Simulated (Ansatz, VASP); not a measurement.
Two plane-wave programs on BaTe

```xyz
2
Lattice="4.2868 0.0000 0.0000 0.0000 4.2868 0.0000 0.0000 0.0000 4.2868" Properties=species:S:1:pos:R:3 pbc="T T T"
Ba    0.0000    0.0000    0.0000
Te    2.1434    2.1434    2.1434
```

Alike in both runs: task single point; functional PBE; k mesh 6 × 6 × 6; no spin polarisation.

|  | VASP | Ansatz |
| --- | --- | --- |
| version | VASP 6.6.1 | Ansatz 0.2.0 |
| potentials or method | VASP PAW PBE potentials, release 64 (Ba_sv, Te) | plane waves, PAW |
| plane-wave cutoff (eV) | 520 | 420 |
| occupations | gaussian, width 0.01 eV | fixed |
| valence electrons in the cell | 16 | 26 |

Ansatz gave:

* gap on the k mesh at the Fermi level (eV): 0.92
* pressure (GPa): -0.9

Question: Which values does VASP return?

Answer: gap on the k mesh at the Fermi level (eV): 0.82; pressure (GPa): -0.5.

VASP's potentials hold 16 valence electrons a cell and Ansatz's 26, so a difference there can come from the potentials and not from the codes.

Spin-orbit coupling is off throughout.
